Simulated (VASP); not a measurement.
# SnSe in VASP: notebook

Runs on SnSe. Level: r2SCAN. Tasks: single point.

All numbers are computed with VASP 6.6.1; they aren't measurements. Logs are shortened: lines on timing, memory, paths and dates and some standing lists are left out, and cuts for length are marked.

## Step 1: The cell of the first run

The cell holds a slab with vacuum, 4 atoms: a = 4.285 Å, b = 4.287 Å, c = 10.994 Å, α = 86.99°, β = 90.00°, γ = 90.00°.

## Step 2: Single point, r2SCAN (strain +0.0525 x Voigt [0, 0, 0, 1, 0, 0])

Contents of POSCAR:

```
SnSe
1.0
    4.2853274191      0.0000000000      0.0000000000
    0.0000000000      4.2853274191      0.1124898448
    0.0000000000      0.2885056684     10.9906921300
Sn Se
2 2
Direct
    0.5000000000      0.0000000000      0.3722291100
    0.0000000000      0.5000000000      0.6277708900
    0.5000000000      0.0000000000      0.6160394900
    0.0000000000      0.5000000000      0.3839605100
```

Contents of INCAR.step1:

```
ALGO     = Normal         # electronic algorithm
EDIFF    = 1E-4           # SCF threshold, eV
ENCUT    = 520            # plane-wave cutoff, eV
GGA      = PE             # functional
ISMEAR   = 0              # smearing method
LASPH    = T              # aspherical terms in the spheres
LCHARG   = F              # write CHGCAR
LREAL    = F              # projectors in reciprocal space
LWAVE    = T              # write WAVECAR
NBANDS   = 28             # bands
NELM     = 80             # most SCF steps
PREC     = Accurate       # precision mode
SIGMA    = 0.05           # smearing width, eV
```

Contents of INCAR.step2:

```
ALGO     = Normal         # electronic algorithm
EDIFF    = 1E-6           # SCF threshold, eV
ENCUT    = 520            # plane-wave cutoff, eV
ISIF     = 2              # what is computed and relaxed
ISMEAR   = 0              # smearing method
ISTART   = 1            
LASPH    = T              # aspherical terms in the spheres
LCHARG   = F              # write CHGCAR
LMIXTAU  = T            
LREAL    = F              # projectors in reciprocal space
LWAVE    = F              # write WAVECAR
METAGGA  = R2SCAN         # meta-GGA
NBANDS   = 28             # bands
NELM     = 80             # most SCF steps
PREC     = Accurate       # precision mode
SIGMA    = 0.05           # smearing width, eV
```

Contents of KPOINTS:

```
k-points
0
Gamma
  6 6 4
```

Potentials or basis: VASP PAW PBE potentials, release 64 (Sn_d, Se).

Run with:

```sh
$ cat potpaw_PBE.64/Sn_d/POTCAR potpaw_PBE.64/Se/POTCAR > POTCAR
$ cp INCAR.step1 INCAR
$ mpirun -np 1 vasp_std > vasp.out
$ cp INCAR.step2 INCAR
$ mpirun -np 1 vasp_std > vasp.out
```

OUTCAR:

```text
EDIFF = 1E-6
   ENCUT = 520
   ISIF = 2
   ISMEAR = 0
   ISTART = 1
   LASPH = T
   LREAL = F
   METAGGA = R2SCAN
   NELM = 80
   PREC = Accurate

 ion  position               nearest neighbor table
   1  0.500  0.000  0.372-   3 2.68   4 3.03   4 3.03   4 3.04   4 3.04
   2  0.000  0.500  0.628-   4 2.68   3 3.03   3 3.03   3 3.04   3 3.04
   3  0.500  0.000  0.616-   1 2.68   2 3.03   2 3.03   2 3.04   2 3.04
   4  0.000  0.500  0.384-   2 2.68   1 3.03   1 3.03   1 3.04   1 3.04

  LATTYP: Found a simple monoclinic cell.
 ALAT       =     4.2868035941
 B/A-ratio  =     0.9996556467
 C/A-ratio  =     2.5647263453
 COS(beta)  =    -0.0524638491

  Lattice vectors:

 A1 = (   0.0000000000,   4.2853274191,   0.1124898448)
 A2 = (   4.2853274191,   0.0000000000,   0.0000000000)
 A3 = (   0.0000000000,  -0.2885056684, -10.9906921300)

Analysis of symmetry for initial positions (statically):
=====================================================================
 Subroutine PRICEL returns:
 Original cell was already a primitive cell.

 Routine SETGRP: Setting up the symmetry group for a
 simple monoclinic supercell.

 Subroutine GETGRP returns: Found  4 space group operations
 (whereof  2 operations were pure point group operations)
 out of a pool of  4 trial point group operations.

The static configuration has the point symmetry C_1h.
 The point group associated with its full space group is C_2h.

Analysis of symmetry for dynamics (positions and initial velocities):
=====================================================================
 Subroutine PRICEL returns:
 Original cell was already a primitive cell.

 Routine SETGRP: Setting up the symmetry group for a
 simple monoclinic supercell.

 Subroutine GETGRP returns: Found  4 space group operations
 (whereof  2 operations were pure point group operations)
 out of a pool of  4 trial point group operations.

The dynamic configuration has the point symmetry C_1h.
 The point group associated with its full space group is C_2h.

 Subroutine INISYM returns: Found  4 space group operations
 (whereof  2 operations are pure point group operations),
 and found     1 'primitive' translations

----------------------------------------------------------------------------------------

                                     Primitive cell
[... 93 lines left out ...]
   ENCUT  =  520.0 eV  38.22 Ry    6.18 a.u.   7.97  7.97 20.44*2*pi/ulx,y,z
   NELM   =     80;   NELMIN=  2; NELMDL=  0     # of ELM steps
   EDIFF  = 0.1E-05   stopping-criterion for ELM
   LREAL  =      F    real-space projection
   EDIFFG = 0.1E-04   stopping-criterion for IOM
   NSW    =      0    number of steps for IOM
   IBRION =     -1    ionic relax: 0-MD 1-quasi-New 2-CG
   NFREE  =      0    steps in history (QN), initial steepest desc. (CG)
   ISIF   =      2    stress and relaxation
   ISYM   =      2    0-nonsym 1-usesym 2-fastsym
   POTIM  = 0.5000    time-step for ionic-motion
   TEBEG  =    0.0;   TEEND  =   0.0 temperature during run
   PSTRESS=    0.0 pullay stress
   NELECT =      40.0000    total number of electrons
   NUPDOWN=      -1.0000    fix difference up-down
   EMIN   =  10.00;   EMAX   =-10.00  energy-range for DOS
   EFERMI =   0.00;   METHOD = LEGACY
   ISMEAR =     0;   SIGMA  =   0.05  broadening in eV -4-tet -1-fermi 0-gaus
   EFERMI_NEDOS =   21; number of points for ismear=-14 and -15
   IALGO  =     38    algorithm
   IMIX   =      4    mixing-type and parameters
     AMIX     =   0.40;   BMIX     =  1.00
     AMIX_MAG =   1.60;   BMIX_MAG =  1.00
  volume/ion in A,a.u.               =      50.42       340.28
  Fermi-wavevector in a.u.,A,eV,Ry     =   0.954693  1.804108 12.400868  0.911438
  Thomas-Fermi vector in A             =   2.083463
   LORBIT       =      0    0 simple, 1 ext, 2 COOP (PROOUT), +10 PAW based schemes
   METAGGA = R2SCAN    functional components
   LHFCALC =     F    Hartree Fock is set to
   AEXX    =    0.0000 exact exchange contribution
   IVDW    =     0    specifies the selected vdW correction
   LEPSILON=     F    determine dielectric tensor
   LRPA    =     F    only Hartree local field effects (RPA)
 non-spin polarized calculation
 Gauss-broadening in eV      SIGMA  =   0.05
  energy-cutoff  :      520.00
  volume of cell :      201.69
 maximum number of plane-waves:      5488
 NGX is ok and might be reduce to    32
   NGX = 15   NGY = 15   NGZ = 41

 number of electron      40.0000027 magnetization

 Free energy of the ion-electron system (eV)
  ---------------------------------------------------
  ext. energy  EPLUGINS =         0.00000000
  ---------------------------------------------------
  free energy    TOTEN  =       -79.55832235 eV

  energy without entropy =      -79.55832235  energy(sigma->0) =      -79.55832235

 E-fermi :   0.7430     XC(G=0):  -6.2114

 val. band max:        0.4596917197   @ k =   0.3333  -0.0000   0.5000
 cond. band min:       2.2172732069   @ k =   0.3333  -0.0000   0.5000
 fundamental gap:      1.7575814872
 Fermi energy:         0.7430161234

 k-point     1 :       0.0000    0.0000    0.0000
  band No.  band energies     occupation
      1     -21.3173      2.00000
      2     -21.3131      2.00000
      3     -21.3118      2.00000
      4     -21.3057      2.00000
      5     -21.2921      2.00000
      6     -21.2599      2.00000
[... 733 lines left out ...]
     27       6.9441      0.00000
     28       6.9441      0.00000

 [... further k-points ...]

------------------------ aborting loop because EDIFF is reached ----------------------------------------

  FORCE on cell =-STRESS in cart. coord.  units (eV):
  Direction    XX          YY          ZZ          XY          YZ          ZX
  --------------------------------------------------------------------------------------
  -------------------------------------------------------------------------------------
  Total        0.0383140      0.0046868      0.0209242      0.0000000     -0.5292181      0.0000000
  in kB        0.3043505      0.0372297      0.1662137      0.0000000     -4.2038919      0.0000000
  external PRESSURE =       0.1692646 kB  Pullay stress =       0.0000000 kB

 VOLUME and BASIS-vectors are now :
 -----------------------------------------------------------------------------
  energy-cutoff  :      520.00
  volume of cell :      201.69
      direct lattice vectors                 reciprocal lattice vectors
     4.285327419  0.000000000  0.000000000     0.233354398  0.000000000  0.000000000
     0.000000000  4.285327419  0.112489845     0.000000000  0.233515305 -0.006129777
     0.000000000  0.288505668 10.990692130     0.000000000 -0.002390031  0.091048819

 POSITION                                       TOTAL-FORCE (eV/Angst)
 -----------------------------------------------------------------------------------
      2.14266      0.10739      4.09106         0.000000      0.022473     -0.025501
      0.00000      2.32378      6.95588         0.000000     -0.022473      0.025501
      2.14266      0.17773      6.77070         0.000000     -0.183314      0.002290
      0.00000      2.25344      4.27624         0.000000      0.183314     -0.002290
 -----------------------------------------------------------------------------------
    total drift:                                0.000000      0.000000      0.000000

  FREE ENERGIE OF THE ION-ELECTRON SYSTEM (eV)
  ---------------------------------------------------
  free  energy   TOTEN  =       -79.5583223502 eV

  energy  without entropy=      -79.5583223502  energy(sigma->0) =      -79.55832235
```

OSZICAR.step1:

```text
N       E                     dE             d eps       ncg     rms          rms(c)
DAV:   1     0.340441710379E+03    0.34044E+03   -0.18684E+04  3308   0.146E+03
DAV:   2     0.304755483788E+02   -0.30997E+03   -0.30140E+03  3424   0.360E+02
DAV:   3    -0.144901034319E+02   -0.44966E+02   -0.43730E+02  3884   0.143E+02
DAV:   4    -0.166951520794E+02   -0.22050E+01   -0.21958E+01  3684   0.331E+01
DAV:   5    -0.167558395690E+02   -0.60687E-01   -0.60668E-01  4340   0.591E+00    0.455E+00
DAV:   6    -0.162734236175E+02    0.48242E+00   -0.10785E+00  4312   0.525E+00    0.282E+00
DAV:   7    -0.162510011372E+02    0.22422E-01   -0.31612E-01  3836   0.221E+00    0.122E+00
DAV:   8    -0.162405372294E+02    0.10464E-01   -0.33623E-02  3620   0.120E+00    0.250E-01
DAV:   9    -0.162365078163E+02    0.40294E-02   -0.61504E-03  3716   0.464E-01    0.125E-01
DAV:  10    -0.162348909142E+02    0.16169E-02   -0.29447E-03  2956   0.205E-01    0.478E-02
DAV:  11    -0.162355141316E+02   -0.62322E-03   -0.13656E-03  2784   0.149E-01    0.596E-02
DAV:  12    -0.162367319985E+02   -0.12179E-02   -0.45918E-04  2668   0.111E-01    0.155E-02
DAV:  13    -0.162368285361E+02   -0.96538E-04   -0.58856E-05  2436   0.542E-02
   1 F= -.16236829E+02 E0= -.16236829E+02  d E =-.917025E-11
```

It took 6.7 min on 1 thread of Intel Xeon 6975P-C (Granite Rapids), shared host; peak memory 0.49 GiB.

Results:

```yaml
Free_energy: -79.5583 eV
Largest_force: 0.183 eV/Å
Band_gap_on_the_k_mesh: 1.76 eV, direct
```

Forces in eV/Å, atoms in the order of the input:
```
Sn   0.000  0.022 -0.026
Sn   0.000 -0.022  0.026
Se   0.000 -0.183  0.002
Se   0.000  0.183 -0.002
```

Levels at points of the mesh, in eV from the valence-band top:
```csv
k point,band 17,band 18,band 19,band 20,band 21,band 22,band 23,band 24
"(0.00, 0.00, 0.00)",-3.16,-1.83,-1.81,-0.29,1.92,4.19,4.22,4.77
"(0.50, 0.00, 0.00)",-1.63,-1.63,-0.14,-0.14,1.81,1.81,2.33,2.33
"(0.00, 0.50, 0.00)",-1.67,-1.59,-0.17,-0.11,1.81,1.86,2.24,2.39
"(0.50, 0.50, 0.00)",-3.32,-3.32,-1.76,-1.76,3.98,3.98,5.21,5.21
"(0.00, 0.00, 0.50)",-3.16,-1.83,-1.81,-0.29,1.78,4.22,4.77,4.79
"(0.50, 0.00, 0.50)",-1.63,-1.63,-0.14,-0.14,1.81,1.81,2.33,2.33
"(0.00, 0.50, 0.50)",-1.67,-1.59,-0.17,-0.11,1.81,1.87,2.24,2.39
"(0.50, 0.50, 0.50)",-3.32,-3.32,-1.76,-1.76,3.95,3.95,5.27,5.27
```

Caveat: the cell differs from its parent crystal (strain +0.0525 x Voigt [0, 0, 0, 1, 0, 0]); the PAW data sets were made with another functional, which shifts forces and pressure a little; spin-orbit coupling is left out, which moves the levels of the heavy elements.

## Step 3: Single point, r2SCAN (strain +0.0375 x Voigt [0, 0, 0, 1, 0, 0])

Edit POSCAR of step 2 so:

```diff
@@ -3,4 +3,4 @@
     4.2853274191      0.0000000000      0.0000000000
-    0.0000000000      4.2853274191      0.1124898448
-    0.0000000000      0.2885056684     10.9906921300
+    0.0000000000      4.2853274191      0.0803498891
+    0.0000000000      0.2060754774     10.9906921300
 Sn Se
```

Contents of INCAR.step1:

```
SYSTEM = SnSe
PREC = Accurate
ENCUT = 520
ISMEAR = 0
SIGMA = 0.05
LREAL = .False.
LASPH = .True.
NELM = 80
NBANDS = 28
GGA = PE
ALGO = Normal
EDIFF = 1E-4
LWAVE = .True.
LCHARG = .False.
```

Contents of INCAR.step2:

```
SYSTEM = SnSe
PREC = Accurate
ENCUT = 520
EDIFF = 1E-6
ISMEAR = 0
SIGMA = 0.05
LREAL = .False.
LASPH = .True.
NELM = 80
ALGO = Normal
ISIF = 2
LWAVE = .False.
LCHARG = .False.
METAGGA = R2SCAN
LMIXTAU = .True.
NBANDS = 28
ISTART = 1
```

Contents of KPOINTS:

```
Automatic mesh
0
Gamma
  6 6 4
  0 0 0
```

Potentials or basis: VASP PAW PBE potentials, release 64 (Sn_d, Se).

Run with:

```sh
$ cat potpaw_PBE.64/Sn_d/POTCAR potpaw_PBE.64/Se/POTCAR > POTCAR
$ cp INCAR.step1 INCAR
$ mpirun -np 1 vasp_std > vasp.out
$ cp INCAR.step2 INCAR
$ mpirun -np 1 vasp_std > vasp.out
```

Run time: 6.4 min. Hardware: 1 thread of Intel Xeon 6975P-C (Granite Rapids), shared host; peak memory 0.49 GiB.

The run converged. Its results:

| Item | Value |
| --- | --- |
| Free energy | -79.5651 eV |
| Largest force | 0.131 eV/Å |
| Band gap on the k mesh | 1.76 eV, direct |

Forces in eV/Å, atoms in the order of the input:
```
Sn   0.000  0.016 -0.022
Sn   0.000 -0.016  0.022
Se   0.000 -0.131  0.001
Se   0.000  0.131 -0.001
```

Levels at points of the mesh, in eV from the valence-band top:
```tsv
k point	band 17	band 18	band 19	band 20	band 21	band 22	band 23	band 24
(0.00, 0.00, 0.00)	-3.16	-1.82	-1.81	-0.30	1.92	4.19	4.22	4.77
(0.50, 0.00, 0.00)	-1.63	-1.63	-0.14	-0.14	1.82	1.82	2.33	2.33
(0.00, 0.50, 0.00)	-1.66	-1.60	-0.16	-0.12	1.82	1.86	2.26	2.37
(0.50, 0.50, 0.00)	-3.32	-3.32	-1.77	-1.77	4.00	4.00	5.19	5.19
(0.00, 0.00, 0.50)	-3.16	-1.82	-1.81	-0.30	1.78	4.22	4.77	4.78
(0.50, 0.00, 0.50)	-1.63	-1.63	-0.14	-0.14	1.82	1.82	2.33	2.33
(0.00, 0.50, 0.50)	-1.66	-1.60	-0.16	-0.12	1.82	1.86	2.26	2.37
(0.50, 0.50, 0.50)	-3.32	-3.32	-1.77	-1.77	3.97	3.97	5.26	5.26
```

Caveat: the cell differs from its parent crystal (strain +0.0375 x Voigt [0, 0, 0, 1, 0, 0]); the PAW data sets were made with another functional, which shifts forces and pressure a little; spin-orbit coupling is left out, which moves the levels of the heavy elements.
